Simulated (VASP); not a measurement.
Set up this calculation in VASP 6.6.1, as the native input.

* Task: relaxation of cell and atoms
* Functional: PBE
* Potentials or basis: VASP PAW PBE potentials, release 64 (Cu, O)
* Cutoff: 600 eV
* k mesh: 9 × 9 × 9
* Occupations: fermi-dirac, width 0.05 eV
* Spin: no spin polarisation
* Dipole correction: no
* Further INCAR settings: ALGO = Normal; EDIFF = 1e-06; IBRION = 2; EDIFFG = -0.01; NSW = 60; ISIF = 3

The structure of Cu3O2 lies in POSCAR:

```
Cu3O2
1.0
   -2.0229820000      2.0229820000      3.6736170000
    2.0229820000     -2.0229820000      3.6736170000
    2.0229820000      2.0229820000     -3.6736170000
Cu O
3 2
Direct
    0.0000000000      0.0000000000      0.0000000000
    0.7500000000      0.2500000000      0.5000000000
    0.2500000000      0.7500000000      0.5000000000
    0.5000000000      0.0000000000      0.5000000000
    0.0000000000      0.5000000000      0.5000000000
```

These files were run (other wordings do the same):

INCAR

```
  ALGO = Normal
  EDIFF = 1E-6
  EDIFFG = -0.01
  ENCUT = 600
  GGA = PE
  IBRION = 2
  ISIF = 3
  ISMEAR = -1
  LASPH = T
  LCHARG = F
  LREAL = F
  LWAVE = F
  NELM = 100
  NSW = 60
  PREC = Accurate
  SIGMA = 0.05
```

KPOINTS

```
k-points
0
Gamma
  9 9 9
```

Potentials or basis: VASP PAW PBE potentials, release 64 (Cu, O).

The run is started by

```bash
$ cat potpaw_PBE.64/Cu/POTCAR potpaw_PBE.64/O/POTCAR > POTCAR
$ mpirun -np 1 vasp_std > vasp.out
```

It gave:

- Relaxed volume: 12.19 Å³/atom
- Relaxed cell: a = 4.672 Å, b = 4.672 Å, c = 4.672 Å, α = 128.35°, β = 128.35°, γ = 76.06°
- Space group after relaxing (to 0.1 Å): I4/mmm (No. 139)
- Energy gained by relaxing: 0.6 meV/atom
- Ionic steps: 10
- Pressure after relaxing: 0.0 GPa
- Band gap on the k mesh: zero (an odd number of electrons rules out a gap without spin polarisation)

Run time: 42 min on 1 thread of Intel Xeon 8259CL, with other jobs on the host, peak memory 0.3 GiB.
